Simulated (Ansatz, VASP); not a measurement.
## One calculation of Ge2Sb2Te5, two programs

INCAR

```
SYSTEM = Ge2Sb2Te5
ALGO = Normal
EDIFF = 1E-6
ENCUT = 520
GGA = PE
ISIF = 2
ISMEAR = 0
LASPH = .TRUE.
LCHARG = .FALSE.
LREAL = .FALSE.
LWAVE = .FALSE.
NBANDS = 44
NELM = 60
PREC = Accurate
SIGMA = 0.03
```

File KPOINTS:

```
k-points
0
G
  9 9 2
  0 0 0
```

File POSCAR:

```
Ge2Sb2Te5
1.0
    4.3635000000      0.0000000000      0.0000000000
   -2.1817500000      3.7789018494      0.0000000000
    0.0000000000      0.0000000000     18.6894000000
Ge Sb Te
2 2 5
Direct
    0.0000000000      0.0000000000      0.3314713560
    0.0000000000      0.0000000000      0.6685286440
    0.3333333333      0.6666666667      0.1121550832
    0.6666666667      0.3333333333      0.8878449168
    0.0000000000      0.0000000000      0.0000000000
    0.3333333333      0.6666666667      0.7913602895
    0.6666666667      0.3333333333      0.2086397105
    0.3333333333      0.6666666667      0.4097504733
    0.6666666667      0.3333333333      0.5902495267
```

Input for Ansatz:

```yaml
crystal:
  lattice:
    - [4.3635, 0.0, 0.0]
    - [-2.18175, 3.7789018494, 0.0]
    - [0.0, 0.0, 18.6894]
  atoms:
    - { symbol: Ge, position: [0.0, 0.0, 0.331471356] }
    - { symbol: Ge, position: [0.0, 0.0, 0.668528644] }
    - { symbol: Sb, position: [0.3333333333, 0.6666666667, 0.1121550832] }
    - { symbol: Sb, position: [0.6666666667, 0.3333333333, 0.8878449168] }
    - { symbol: Te, position: [0.0, 0.0, 0.0] }
    - { symbol: Te, position: [0.3333333333, 0.6666666667, 0.7913602895] }
    - { symbol: Te, position: [0.6666666667, 0.3333333333, 0.2086397105] }
    - { symbol: Te, position: [0.3333333333, 0.6666666667, 0.4097504733] }
    - { symbol: Te, position: [0.6666666667, 0.3333333333, 0.5902495267] }
basis:
  ecutwfc: 420
kpoints:
  mp_grid: { grid: [9, 9, 2] }
hamiltonian:
  xc: pbe
  pseudopotentials: { kind: paw, azcp: { folder: soft_1 } }
scf:
  occupations: { method: gaussian, width: 0.03 }
output:
  forces: true
  stress: true
  eigenvalues: true
```

Alike in both runs: task single point; functional PBE; k mesh 9 × 9 × 2; occupations gaussian, width 0.03 eV; no spin polarisation.

|  | VASP | Ansatz |
| --- | --- | --- |
| version | VASP 6.6.1 | Ansatz 0.2.0 |
| potentials or method | VASP PAW PBE potentials, release 64 (Ge_d, Sb, Te), cutoff 520 eV | scalar-relativistic, plane waves, PAW |
| valence electrons in the cell | 68 | 138 |

|  | VASP | Ansatz | Ansatz less VASP |
| --- | --- | --- | --- |
| gap on the k mesh at the Fermi level (eV) | 0.17 | 0.18 | +0.008 |
| least direct gap on the mesh (eV) | 0.24 | 0.25 | +0.009 |
| pressure (GPa) | -3.0 | -3.0 | +0.02 |
| traceless stress, the component that is largest in VASP (GPa) | -0.08 | -0.08 | -0.001 |
| rms of the force components (eV/Å) | 0.191 | 0.197 | +0.0051 |

Atom by atom the forces differ by 0.006 eV/Å (rms over components). VASP's potentials hold 68 valence electrons a cell and Ansatz's 138, so a difference there can come from the potentials and not from the codes.

Spin-orbit coupling is off throughout.
